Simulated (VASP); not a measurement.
# Te (P6_3/mmc) in VASP: further runs, part 2 of 2

VASP 6.6.1. Earlier steps stand in the parts before.

### Step 3. Relaxation of cell and atoms, revPBE

This run uses another cell than the first one, of 28.84 Å³/atom.

The input, INCAR:

```
PREC     = Accurate       # precision mode
ENCUT    = 600            # plane-wave cutoff, eV
EDIFF    = 1E-6           # SCF threshold, eV
ISMEAR   = -1             # smearing method
SIGMA    = 0.1            # smearing width, eV
LREAL    = F              # projectors in reciprocal space
LASPH    = T              # aspherical terms in the spheres
NELM     = 100            # most SCF steps
ALGO     = Normal         # electronic algorithm
ISIF     = 3              # what is computed and relaxed
LWAVE    = F              # write WAVECAR
LCHARG   = F              # write CHGCAR
GGA      = RE             # functional
IBRION   = 2              # ionic algorithm
NSW      = 80             # ionic steps
EDIFFG   = -0.01          # ionic threshold
```

The input, KPOINTS:

```
regular mesh
0
Gamma
  11 11 3
```

The input, POSCAR:

```
Te
1.0
    3.4420649897      0.0000000000      0.0000000000
   -1.7210324948      2.9809157225      0.0000000000
    0.0000000000      0.0000000000     11.2417842562
Te
4
Direct
    0.0000000000      0.0000000000      0.0000000000
    0.0000000000      0.0000000000      0.5000000000
    0.3333333333      0.6666666667      0.2500000000
    0.6666666667      0.3333333333      0.7500000000
```

Potentials or basis: VASP PAW PBE potentials, release 64 (Te).

Command:

```console
> cat potpaw_PBE.64/Te/POTCAR > POTCAR
> mpirun -np 1 vasp_std > vasp.out
```

OUTCAR:

```text
PREC = Accurate
   ENCUT = 600
   EDIFF = 1E-6
   ISMEAR = -1
   LREAL = F
   LASPH = T
   NELM = 100
   ISIF = 3
   GGA = RE
   IBRION = 2
   NSW = 80
   EDIFFG = -0.01

 ion  position               nearest neighbor table
   1  0.000  0.000  0.000-   3 3.44   4 3.44   3 3.44   4 3.44   4 3.44   3 3.44
   2  0.000  0.000  0.500-   3 3.44   4 3.44   3 3.44   4 3.44   4 3.44   3 3.44
   3  0.333  0.667  0.250-   1 3.44   2 3.44   1 3.44   2 3.44   1 3.44   2 3.44
   4  0.667  0.333  0.750-   1 3.44   2 3.44   1 3.44   2 3.44   1 3.44   2 3.44

  LATTYP: Found a hexagonal cell.
 ALAT       =     3.4420649897
 C/A-ratio  =     3.2660000000

  Lattice vectors:

 A1 = (   3.4420649897,   0.0000000000,   0.0000000000)
 A2 = (  -1.7210324948,   2.9809157225,   0.0000000000)
 A3 = (   0.0000000000,   0.0000000000,  11.2417842562)

Analysis of symmetry for initial positions (statically):
=====================================================================
 Subroutine PRICEL returns:
 Original cell was already a primitive cell.

 Routine SETGRP: Setting up the symmetry group for a
 hexagonal supercell.

 Subroutine GETGRP returns: Found 24 space group operations
 (whereof 12 operations were pure point group operations)
 out of a pool of 24 trial point group operations.

The static configuration has the point symmetry D_3d.
 The point group associated with its full space group is D_6h.

Analysis of symmetry for dynamics (positions and initial velocities):
[... 273 lines left out ...]
  free  energy   TOTEN  =        -9.6987529600 eV

  energy  without entropy=       -9.5731274120  energy(sigma->0) =       -9.63594019

 E-fermi :   8.5958     XC(G=0): -10.0734

 val. band max:        8.5647884022   @ k =   0.1818   0.0909   0.3333
 cond. band min:       8.6021227153   @ k =   0.1818   0.0000   0.0000
 fundamental gap:      0.0373343131
 Fermi energy:         8.5958252043

 k-point     1 :       0.0000    0.0000    0.0000
  band No.  band energies     occupation
      1      -6.0178      2.00000
      2      -4.1654      2.00000
      3      -4.1020      2.00000
      4       0.0292      2.00000
      5       3.1077      2.00000
      6       6.9475      2.00000
[... 435 lines left out ...]
      5       3.5975      2.00000
      6       3.9344      2.00000
[... 8 lines left out ...]
     15      10.7965      0.00000
     16      11.2823      0.00000

 [... further k-points ...]

[... ionic steps 4 to 24 ...]

--------------------------------------- Ionic step       25  -------------------------------------------

 number of electron      24.0000000 magnetization

------------------------ aborting loop because EDIFF is reached ----------------------------------------
[... 71 lines left out ...]
--------------------------------------- Ionic step       27  -------------------------------------------

 number of electron      24.0000000 magnetization

 Free energy of the ion-electron system (eV)
  ---------------------------------------------------
  ext. energy  EPLUGINS =         0.00000000
  ---------------------------------------------------
  free energy    TOTEN  =       -10.71344111 eV

  energy without entropy =      -10.59156357  energy(sigma->0) =      -10.65250234

 E-fermi :   6.2952     XC(G=0):  -9.1752

 val. band max:        6.2926024519   @ k =   0.1818   0.1818   0.3333
 cond. band min:       6.3207494133   @ k =   0.1818   0.0909   0.3333
 fundamental gap:      0.0281469614
 Fermi energy:         6.2952102532

 k-point     1 :       0.0000    0.0000    0.0000
  band No.  band energies     occupation
      1      -7.1410      2.00000
      2      -5.3927      2.00000
      3      -5.2941      2.00000
      4      -2.2124      2.00000
      5       2.5235      2.00000
      6       3.9133      2.00000
[... 478 lines left out ...]
  FREE ENERGIE OF THE ION-ELECTRON SYSTEM (eV)
  ---------------------------------------------------
  free  energy   TOTEN  =       -10.7134411066 eV

  energy  without entropy=      -10.5915635668  energy(sigma->0) =      -10.65250234

 reached required accuracy - stopping structural energy minimisation
```

OSZICAR:

```text
N       E                     dE             d eps       ncg     rms          rms(c)
DAV:   1     0.112950231593E+03    0.11295E+03   -0.98135E+03  1024   0.136E+03
DAV:   2    -0.330746403114E+01   -0.11626E+03   -0.11462E+03  1504   0.181E+02
DAV:   3    -0.952374948660E+01   -0.62163E+01   -0.61557E+01  1192   0.463E+01
DAV:   4    -0.961898289118E+01   -0.95233E-01   -0.94900E-01  1144   0.679E+00
[... 235 lines left out ...]
DAV:   1    -0.107136470298E+02   -0.25049E-03   -0.65762E-03  1056   0.368E-01    0.962E-02
DAV:   2    -0.107135119499E+02    0.13508E-03   -0.20951E-04  1056   0.830E-02    0.493E-02
DAV:   3    -0.107134659295E+02    0.46020E-04   -0.34030E-05  1088   0.288E-02    0.188E-02
DAV:   4    -0.107134406313E+02    0.25298E-04   -0.44215E-05  1200   0.297E-02    0.260E-02
DAV:   5    -0.107134411066E+02   -0.47530E-06   -0.27225E-06   824   0.908E-03
  27 F= -.10713441E+02 E0= -.10652502E+02  d E =-.142287E-03
```

Run time: 10 min. Hardware: 1 thread of Oxide Virtual Turin-like, shared host; peak memory 0.26 GiB.

What came out:

| Property | Result |
| --- | --- |
| Free energy | -10.7134 eV |
| Relaxed volume | 33.12 Å³/atom |
| Relaxed cell | a = 4.288 Å, b = 4.288 Å, c = 8.320 Å, α = 90.00°, β = 90.00°, γ = 120.00° |
| Space group after relaxing (to 0.1 Å) | P6_3/mmc (No. 194) |
| Energy gained by relaxing | 276.5 meV/atom |
| Ionic steps | 27 |
| Pressure after relaxing | 0.0 GPa |
| Band gap on the k mesh | zero (bands 12 and 13 overlap by 1.70 eV) |

Step by step:
```tsv
step	energy change (eV)	largest force (eV/Å)	pressure (GPa)	volume (Å³)
1	0.0000	0.0000	-0.08	115.35
2	-0.0182	0.0000	-0.03	115.08
3	-0.0913	0.0000	0.59	114.16
4	-0.3851	0.0000	3.09	111.67
5	-0.0790	0.0000	15.86	104.00
6	-0.5130	0.0000	6.73	109.08
7	-0.4834	0.0000	9.17	107.60
8	-0.5028	0.0000	8.32	108.10
9	-0.5038	0.0000	8.34	108.10
10	-0.5065	0.0000	8.42	108.12
11	-0.5113	0.0000	8.58	108.14
12	-0.5182	0.0000	8.90	108.18
13	-0.5205	0.0000	9.58	108.23
14	-0.5329	0.0000	9.45	108.45
15	-0.5690	0.0000	9.07	109.11
16	-0.6366	0.0000	8.33	110.42
17	-0.7542	0.0000	6.98	113.05
18	-0.9277	0.0000	4.64	118.33
19	-1.0955	0.0000	1.05	128.98
20	-1.1052	0.0000	0.11	132.55
21	-1.1052	0.0000	0.23	132.06
22	-1.1054	0.0000	0.21	132.05
23	-1.1058	0.0000	0.16	132.04
24	-1.1057	0.0000	0.05	132.01
25	-1.1059	0.0000	0.12	132.03
26	-1.1060	0.0000	0.07	132.21
27	-1.1060	0.0000	-0.01	132.46
```

Final structure:
```xyz
4
Lattice="4.2878 0.0000 0.0000 -2.1439 3.7133 0.0000 0.0000 0.0000 8.3197" Properties=species:S:1:pos:R:3 pbc="T T T"
Te    0.0000    0.0000    0.0000
Te    0.0000    0.0000    4.1598
Te    0.0000    2.4755    2.0799
Te    2.1439    1.2378    6.2398
```

Levels at points of the mesh, in eV from the Fermi level:
```tsv
k point	band 8	band 9	band 10	band 11	band 12	band 13	band 14	band 15	band 16
(0.00, 0.00, 0.00)	-1.30	-1.24	-1.24	-0.86	-0.86	-0.82	0.78	0.78	2.25
```

Caveat: a cell axis changed by over 15 % at a fixed basis, so the end point is rough; the PAW data sets were made with another functional, which shifts forces and pressure a little; spin-orbit coupling is left out, which moves the levels of the heavy elements.

The gap in the log of VASP goes by the Fermi energy; the results here count the filled bands.